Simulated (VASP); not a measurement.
Set up this calculation in VASP 6.6.1, as the native input.

```yaml
Task: single point
Functional: LDA
Potentials_or_basis: VASP PAW LDA potentials, release 64 (Os)
Cutoff: 520 eV
k_mesh: 11 × 11 × 11
Occupations: fermi-dirac, width 0.1 eV
Spin: no spin polarisation
Dipole_correction: no
Further_INCAR_settings: ALGO = Normal; EDIFF = 1e-06; NBANDS = 15
```

The structure of Os lies in POSCAR:

```
Os
1.0
    0.0000000000      2.6613198725      2.6613198725
    2.6613198725      0.0000000000      2.6613198725
    2.6613198725      2.6613198725      0.0000000000
Os
2
Direct
    0.1250000000      0.1250000000      0.1250000000
    0.8750000000      0.8750000000      0.8750000000
```

This isn't the form of Os at room conditions, which is hcp.

These files were run (other wordings do the same):

INCAR

```
SYSTEM = Os
PREC = Accurate
ENCUT = 520
EDIFF = 1E-6
ISMEAR = -1
SIGMA = 0.1
LREAL = .FALSE.
LASPH = .TRUE.
NELM = 80
ALGO = Normal
ISIF = 2
LWAVE = .FALSE.
LCHARG = .FALSE.
NBANDS = 15
```

KPOINTS

```
regular mesh
0
G
  11 11 11
  0 0 0
```

Potentials or basis: VASP PAW LDA potentials, release 64 (Os).

The run is started by

```bash
$ cat potpaw_LDA.64/Os/POTCAR > POTCAR
$ mpirun -np 1 vasp_std > vasp.out
```

Results of the run:

```json
{
  "Pressure": "21.1 GPa",
  "Band gap on the k mesh": "zero (bands 8 and 9 overlap by 1.19 eV)"
}
```

Caveat: the cell stands under pressure; spin-orbit coupling is left out, which moves the levels of the heavy elements.

Wall time 38 s on 1 thread of Intel Xeon 8259CL, with other jobs on the host, peak memory 0.16 GiB.
